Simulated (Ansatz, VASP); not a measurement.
# Two plane-wave programs on Ag

Contents of INCAR:

```
SYSTEM = Ag
  ALGO = Normal
  EDIFF = 1E-6
  ENCUT = 500
  GGA = PS
  GGA_COMPAT = .False.
  ISIF = 2
  ISMEAR = 0
  LASPH = .True.
  LCHARG = .False.
  LREAL = .False.
  LWAVE = .False.
  NBANDS = 12
  NELM = 120
  PREC = Accurate
  SIGMA = 0.1
```

The input KPOINTS:

```
k-points
0
Gamma
  8 8 8
  0 0 0
```

Contents of POSCAR:

```
Ag
1.0
   -1.4372596958      1.4372596958      2.1865809577
    1.4372596958     -1.4372596958      2.1865809577
    1.4372596958      1.4372596958     -2.1865809577
Ag
1
Direct
    0.0000000000      0.0000000000      0.0000000000
```

Input for Ansatz:

```yaml
crystal:
  lattice:
    - [-1.4372596958, 1.4372596958, 2.1865809577]
    - [1.4372596958, -1.4372596958, 2.1865809577]
    - [1.4372596958, 1.4372596958, -2.1865809577]
  atoms:
    - { symbol: Ag, position: [0.0, 0.0, 0.0] }
basis:
  ecutwfc: 420
kpoints:
  mp_grid: { grid: [8, 8, 8] }
hamiltonian:
  xc: pbesol
scf:
  occupations: { method: gaussian, width: 0.1 }
  lower_state_search: "off"
output:
  forces: true
  stress: true
  eigenvalues: true
```

Alike in both runs: task single point; functional PBEsol; k mesh 8 × 8 × 8; occupations gaussian, width 0.1 eV; no spin polarisation.

|  | VASP | Ansatz |
| --- | --- | --- |
| version | VASP 6.6.1 | Ansatz 0.2.0 |
| potentials or method | VASP PAW PBE potentials, release 64 (Ag), cutoff 500 eV | scalar-relativistic, plane waves, PAW |
| valence electrons in the cell | 11 | 19 |

|  | VASP | Ansatz | Ansatz less VASP |
| --- | --- | --- | --- |
| gap on the k mesh at the Fermi level (eV) | none | none | - |
| pressure (GPa) | -7.3 | -7.2 | +0.09 |
| traceless stress, the component that is largest in VASP (GPa) | -0.21 | -0.21 | -0.001 |

VASP's potentials were made for PBE, not for PBEsol. A gap of «none» marks a metal or a gap that the smearing closes. VASP's potentials hold 11 valence electrons a cell and Ansatz's 19, so a difference there can come from the potentials and not from the codes.

The k mesh is coarse, so the values compare programs but aren't converged.
